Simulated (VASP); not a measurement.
# SbPt (P6_3/mmc) in VASP: single point with r2SCAN

Aim: the single point of SbPt with r2SCAN.

Everything below comes from runs of VASP 6.6.1. Logs are shortened: lines on timing, memory, paths and dates and some standing lists are left out, and cuts for length are marked.

## (1) The cell of the first run

The structure is hexagonal, space group P6_3/mmc (No. 194). Conventional cell: a = 4.181 Å, b = 4.181 Å, c = 5.519 Å, α = 90.00°, β = 90.00°, γ = 120.00°. Within 3.7 Å of Sb (site symmetry -6m2) lie 6 Pt at 2.78 Å and 6 Sb at 3.67 Å. Pt (site symmetry -3m) has 2 Pt at 2.76 Å and 6 Sb at 2.78 Å within 3.6 Å.

## (2) Single point, r2SCAN

POSCAR

```
SbPt
1.0
    4.1814881533      0.0000000000      0.0000000000
   -2.0907440766      3.6212749663      0.0000000000
    0.0000000000      0.0000000000      5.5192478231
Sb Pt
2 2
Direct
    0.3333333333      0.6666666667      0.2500000000
    0.6666666667      0.3333333333      0.7500000000
    0.0000000000      0.0000000000      0.0000000000
    0.0000000000      0.0000000000      0.5000000000
```

INCAR.step1

```
ALGO = Normal
EDIFF = 1E-4
ENCUT = 520
GGA = PE
ISMEAR = 0
LASPH = True
LCHARG = False
LREAL = False
LWAVE = True
NBANDS = 23
NELM = 100
PREC = Accurate
SIGMA = 0.1
```

INCAR.step2

```
ALGO = Normal
EDIFF = 1E-6
ENCUT = 520
ISIF = 2
ISMEAR = 0
ISTART = 1
LASPH = True
LCHARG = False
LMIXTAU = True
LREAL = False
LWAVE = False
METAGGA = R2SCAN
NBANDS = 23
NELM = 100
PREC = Accurate
SIGMA = 0.1
```

KPOINTS

```
k-points
0
Gamma
  12 12 8
```

Potentials or basis: VASP PAW PBE potentials, release 64 (Sb, Pt).

On the command line:

```sh
$ cat potpaw_PBE.64/Sb/POTCAR potpaw_PBE.64/Pt/POTCAR > POTCAR
$ cp INCAR.step1 INCAR
$ mpirun -np 1 vasp_std > vasp.out
$ cp INCAR.step2 INCAR
$ mpirun -np 1 vasp_std > vasp.out
```

OUTCAR:

```text
EDIFF = 1E-6
   ENCUT = 520
   ISIF = 2
   ISMEAR = 0
   ISTART = 1
   LASPH = True
   LREAL = False
   METAGGA = R2SCAN
   NELM = 100
   PREC = Accurate

 ion  position               nearest neighbor table
   1  0.333  0.667  0.250-   3 2.78   4 2.78   3 2.78   4 2.78   3 2.78   4 2.78   2 3.67   2 3.67
                             2 3.67   2 3.67   2 3.67   2 3.67
   2  0.667  0.333  0.750-   3 2.78   4 2.78   3 2.78   4 2.78   3 2.78   4 2.78   1 3.67   1 3.67
                             1 3.67   1 3.67   1 3.67   1 3.67
   3  0.000  0.000  0.000-   4 2.76   4 2.76   1 2.78   2 2.78   1 2.78   2 2.78   2 2.78   1 2.78

   4  0.000  0.000  0.500-   3 2.76   3 2.76   1 2.78   2 2.78   1 2.78   2 2.78   2 2.78   1 2.78

  LATTYP: Found a hexagonal cell.
 ALAT       =     4.1814881533
 C/A-ratio  =     1.3199242999

  Lattice vectors:

 A1 = (   4.1814881533,   0.0000000000,   0.0000000000)
 A2 = (  -2.0907440766,   3.6212749663,   0.0000000000)
 A3 = (   0.0000000000,   0.0000000000,   5.5192478231)

Analysis of symmetry for initial positions (statically):
=====================================================================
 Subroutine PRICEL returns:
 Original cell was already a primitive cell.

 Routine SETGRP: Setting up the symmetry group for a
 hexagonal supercell.

 Subroutine GETGRP returns: Found 24 space group operations
 (whereof 12 operations were pure point group operations)
 out of a pool of 24 trial point group operations.

The static configuration has the point symmetry D_3d.
 The point group associated with its full space group is D_6h.

Analysis of symmetry for dynamics (positions and initial velocities):
=====================================================================
 Subroutine PRICEL returns:
 Original cell was already a primitive cell.

 Routine SETGRP: Setting up the symmetry group for a
 hexagonal supercell.

 Subroutine GETGRP returns: Found 24 space group operations
 (whereof 12 operations were pure point group operations)
 out of a pool of 24 trial point group operations.

The dynamic configuration has the point symmetry D_3d.
 The point group associated with its full space group is D_6h.

 Subroutine INISYM returns: Found 24 space group operations
 (whereof 12 operations are pure point group operations),
 and found     1 'primitive' translations

----------------------------------------------------------------------------------------

                                     Primitive cell

  volume of cell :      83.5742

  direct lattice vectors                    reciprocal lattice vectors
     4.181488153  0.000000000  0.000000000     0.239149308  0.138072918  0.000000000
    -2.090744077  3.621274966  0.000000000     0.000000000  0.276145835  0.000000000
     0.000000000  0.000000000  5.519247823     0.000000000  0.000000000  0.181184109

  length of vectors
     4.181488153  4.181488153  5.519247823     0.276145835  0.276145835  0.181184109

  position of ions in fractional coordinates (direct lattice)
     0.333333333  0.666666667  0.250000000
     0.666666667  0.333333333  0.750000000
     0.000000000  0.000000000  0.000000000
     0.000000000  0.000000000  0.500000000

  ion indices of the primitive-cell ions
   primitive index   ion index
                 1           1
                 2           2
                 3           3
                 4           4

----------------------------------------------------------------------------------------

 KPOINTS: k-points

Automatic generation of k-mesh.
 Grid dimensions read from file:
 generate k-points for:   12   12    8

 Generating k-lattice:

  Cartesian coordinates                     Fractional coordinates (reciprocal lattice)
     0.019929109  0.011506076  0.000000000     0.083333333  0.000000000  0.000000000
     0.000000000  0.023012153  0.000000000     0.000000000  0.083333333  0.000000000
     0.000000000  0.000000000  0.022648014     0.000000000  0.000000000  0.125000000

  Length of vectors
     0.023012153  0.023012153  0.022648014

  Shift w.r.t. Gamma in fractional coordinates (k-lattice)
     0.000000000  0.000000000  0.000000000

 Subroutine IBZKPT returns following result:
 ===========================================

 Found     95 irreducible k-points:

 Following reciprocal coordinates:
            Coordinates               Weight
  0.000000  0.000000  0.000000      1.000000
  0.083333  0.000000  0.000000      6.000000
  0.166667  0.000000  0.000000      6.000000
  0.250000  0.000000  0.000000      6.000000
  0.333333  0.000000  0.000000      6.000000
  0.416667  0.000000  0.000000      6.000000
[... 16 lines left out ...]
  0.250000  0.000000  0.125000     12.000000
  0.333333  0.000000  0.125000     12.000000
 [... further k-points ...]
   k-points           NKPTS =     95   k-points in BZ     NKDIM =     95   number of bands    NBANDS=     23
   number of dos      NEDOS =    301   number of ions     NIONS =      4
   total plane-waves  NPLWV =  43008
   dimension x,y,z NGX =    32 NGY =   32 NGZ =   42
   dimension x,y,z NGXF=    64 NGYF=   64 NGZF=   84
   ions per type =               2   2
   NGX,Y,Z   is equivalent  to a cutoff of  12.72, 12.72, 12.65 a.u.
   NGXF,Y,Z  is equivalent  to a cutoff of  25.44, 25.44, 25.30 a.u.
 SYSTEM =  unknown system
   PREC   = accura    normal or accurate (medium, high low for compatibility)
   ISTART =      1    job   : 0-new  1-cont  2-samecut
   ICHARG =      0    charge: 1-file 2-atom 10-const
   ISPIN  =      1    spin polarized calculation?
   LNONCOLLINEAR =      F non collinear calculations
   LSORBIT =      F    spin-orbit coupling
   LASPH  =      T    aspherical Exc in radial PAW
   ENCUT  =  520.0 eV  38.22 Ry    6.18 a.u.   7.77  7.77 10.26*2*pi/ulx,y,z
   NELM   =    100;   NELMIN=  2; NELMDL=  0     # of ELM steps
   EDIFF  = 0.1E-05   stopping-criterion for ELM
   LREAL  =      F    real-space projection
[... 7 lines left out ...]
   TEBEG  =    0.0;   TEEND  =   0.0 temperature during run
   PSTRESS=    0.0 pullay stress
   NELECT =      30.0000    total number of electrons
   NUPDOWN=      -1.0000    fix difference up-down
   EMIN   =  10.00;   EMAX   =-10.00  energy-range for DOS
   EFERMI =   0.00;   METHOD = LEGACY
   ISMEAR =     0;   SIGMA  =   0.10  broadening in eV -4-tet -1-fermi 0-gaus
   EFERMI_NEDOS =   21; number of points for ismear=-14 and -15
   IALGO  =     38    algorithm
   IMIX   =      4    mixing-type and parameters
     AMIX     =   0.40;   BMIX     =  1.00
     AMIX_MAG =   1.60;   BMIX_MAG =  1.00
  volume/ion in A,a.u.               =      20.89       141.00
  Fermi-wavevector in a.u.,A,eV,Ry     =   1.163477  2.198653 18.417919  1.353679
  Thomas-Fermi vector in A             =   2.300026
   LORBIT       =      0    0 simple, 1 ext, 2 COOP (PROOUT), +10 PAW based schemes
   METAGGA = R2SCAN    functional components
   LHFCALC =     F    Hartree Fock is set to
   AEXX    =    0.0000 exact exchange contribution
   IVDW    =     0    specifies the selected vdW correction
   LEPSILON=     F    determine dielectric tensor
   LRPA    =     F    only Hartree local field effects (RPA)
 non-spin polarized calculation
 Gauss-broadening in eV      SIGMA  =   0.10
  energy-cutoff  :      520.00
  volume of cell :       83.57
 maximum number of plane-waves:      2283
 NGX is ok and might be reduce to    32
   NGX = 15   NGY = 15   NGZ = 21

 number of electron      30.0000007 magnetization

 Free energy of the ion-electron system (eV)
  ---------------------------------------------------
  ext. energy  EPLUGINS =         0.00000000
  ---------------------------------------------------
  free energy    TOTEN  =      -156.17333182 eV

  energy without entropy =     -156.16495855  energy(sigma->0) =     -156.16914519

 E-fermi :   9.6109     XC(G=0): -12.0632

 val. band max:        9.6104126668   @ k =   0.2500   0.0000   0.0000
 cond. band min:       9.6406169373   @ k =   0.0833   0.0000   0.1250
 fundamental gap:      0.0302042705
 Fermi energy:         9.6109330629

 k-point     1 :       0.0000    0.0000    0.0000
  band No.  band energies     occupation
      1      -3.6008      2.00000
      2       0.4076      2.00000
      3       2.4597      2.00000
      4       3.4767      2.00000
      5       3.4767      2.00000
      6       3.6470      2.00000
[... 15 lines left out ...]
     22      15.2024      0.00000
     23      17.7757      0.00000

 k-point     2 :       0.0833    0.0000    0.0000
  band No.  band energies     occupation
      1      -3.5140      2.00000
      2       0.3106      2.00000
      3       2.5636      2.00000
      4       3.4999      2.00000
      5       3.6272      2.00000
      6       3.6388      2.00000
[... 15 lines left out ...]
     22      15.6055      0.00000
     23      16.7634      0.00000

 k-point     3 :       0.1667    0.0000    0.0000
  band No.  band energies     occupation
      1      -3.2578      2.00000
      2       0.0765      2.00000
      3       2.8689      2.00000
      4       3.5461      2.00000
      5       3.5550      2.00000
      6       4.0547      2.00000
[... 15 lines left out ...]
     22      16.5014      0.00000
     23      16.5134      0.00000

 k-point     4 :       0.2500    0.0000    0.0000
  band No.  band energies     occupation
      1      -2.8460      2.00000
      2      -0.2019      2.00000
      3       3.3037      2.00000
      4       3.3488      2.00000
      5       3.6042      2.00000
      6       4.3340      2.00000
[... 15 lines left out ...]
     22      15.9435      0.00000
     23      16.7078      0.00000

 k-point     5 :       0.3333    0.0000    0.0000
  band No.  band energies     occupation
      1      -2.3100      2.00000
      2      -0.4747      2.00000
      3       2.7602      2.00000
      4       3.6170      2.00000
      5       3.9107      2.00000
      6       4.1233      2.00000
[... 15 lines left out ...]
     22      15.3295      0.00000
     23      17.5111      0.00000

 k-point     6 :       0.4167    0.0000    0.0000
  band No.  band energies     occupation
      1      -1.7190      2.00000
      2      -0.7540      2.00000
      3       2.1283      2.00000
      4       3.6039      2.00000
      5       4.0259      2.00000
      6       4.2856      2.00000
[... 15 lines left out ...]
     22      15.0079      0.00000
     23      18.8226      0.00000

 k-point     7 :       0.5000    0.0000    0.0000
  band No.  band energies     occupation
      1      -1.2874      2.00000
      2      -1.0314      2.00000
      3       1.8429      2.00000
      4       3.5951      2.00000
      5       4.0008      2.00000
      6       4.3657      2.00000
[... 353 lines left out ...]
     22      15.2536      0.00000
     23      17.5235      0.00000

 k-point    21 :       0.0833    0.0000    0.1250
  band No.  band energies     occupation
      1      -3.4305      2.00000
      2      -0.0720      2.00000
      3       2.9062      2.00000
      4       3.5678      2.00000
      5       3.7464      2.00000
      6       3.7968      2.00000
[... 15 lines left out ...]
     22      15.6450      0.00000
     23      16.2341      0.00000

 k-point    22 :       0.1667    0.0000    0.1250
  band No.  band energies     occupation
      1      -3.1771      2.00000
      2      -0.1800      2.00000
      3       2.9623      2.00000
      4       3.6215      2.00000
      5       3.6665      2.00000
      6       4.3107      2.00000
[... 15 lines left out ...]
     22      16.4634      0.00000
     23      16.7827      0.00000

 k-point    23 :       0.2500    0.0000    0.1250
  band No.  band energies     occupation
      1      -2.7706      2.00000
      2      -0.3440      2.00000
      3       3.2283      2.00000
      4       3.4172      2.00000
      5       3.6691      2.00000
      6       4.3960      2.00000
[... 15 lines left out ...]
     22      16.2251      0.00000
     23      17.1991      0.00000

 k-point    24 :       0.3333    0.0000    0.1250
  band No.  band energies     occupation
      1      -2.2439      2.00000
      2      -0.5385      2.00000
      3       2.8252      2.00000
      4       3.6697      2.00000
      5       3.6807      2.00000
      6       4.1862      2.00000
[... 15 lines left out ...]
     22      16.3761      0.00000
     23      17.5496      0.00000

 [... further k-points ...]

------------------------ aborting loop because EDIFF is reached ----------------------------------------

  FORCE on cell =-STRESS in cart. coord.  units (eV):
  Direction    XX          YY          ZZ          XY          YZ          ZX
  --------------------------------------------------------------------------------------
  -------------------------------------------------------------------------------------
  Total       -0.0483355     -0.0483355     -0.0117740     -0.0000000     -0.0000000      0.0000000
  in kB       -0.9266265     -0.9266265     -0.2257154     -0.0000000     -0.0000000      0.0000000
  external PRESSURE =      -0.6929895 kB  Pullay stress =       0.0000000 kB

 VOLUME and BASIS-vectors are now :
 -----------------------------------------------------------------------------
  energy-cutoff  :      520.00
  volume of cell :       83.57
      direct lattice vectors                 reciprocal lattice vectors
     4.181488153  0.000000000  0.000000000     0.239149308  0.138072918  0.000000000
    -2.090744077  3.621274966  0.000000000     0.000000000  0.276145835  0.000000000
     0.000000000  0.000000000  5.519247823     0.000000000  0.000000000  0.181184109

 POSITION                                       TOTAL-FORCE (eV/Angst)
 -----------------------------------------------------------------------------------
     -0.00000      2.41418      1.37981        -0.000000      0.000000      0.000000
      2.09074      1.20709      4.13944         0.000000     -0.000000      0.000000
      0.00000      0.00000      0.00000         0.000000     -0.000000      0.000000
      0.00000      0.00000      2.75962         0.000000     -0.000000      0.000000
 -----------------------------------------------------------------------------------
    total drift:                               -0.000000      0.000000     -0.000000

  FREE ENERGIE OF THE ION-ELECTRON SYSTEM (eV)
  ---------------------------------------------------
  free  energy   TOTEN  =      -156.1733318233 eV

  energy  without entropy=     -156.1649585534  energy(sigma->0) =     -156.16914519
```

Run time: 13 min. Hardware: 1 thread of AMD EPYC 7R43 (Zen 3), shared host; peak memory 0.29 GiB.

Results:

```
Free energy            : -156.1733 eV
Pressure               : -0.1 GPa
Band gap on the k mesh : zero (bands 15 and 16 overlap by 4.22 eV)
```

Levels at points of the mesh, in eV from the Fermi level:
| k point | band 13 | band 14 | band 15 | band 16 | band 17 | band 18 |
| --- | --- | --- | --- | --- | --- | --- |
| (0.00, 0.00, 0.00) | -0.15 | -0.15 | 0.72 | 2.38 | 2.72 | 3.63 |
| (0.50, 0.00, 0.00) | -2.80 | -2.41 | -2.24 | -0.65 | 1.93 | 4.44 |
| (0.00, 0.00, 0.50) | -1.19 | -1.19 | 2.36 | 2.36 | 2.36 | 2.36 |
| (0.50, 0.00, 0.50) | -3.19 | -3.19 | 0.35 | 0.35 | 1.79 | 1.79 |

Caveat: the PAW data sets were made with another functional, which shifts forces and pressure a little; spin-orbit coupling is left out, which moves the levels of the heavy elements.

The gap in the log of VASP goes by the Fermi energy; the results here count the filled bands.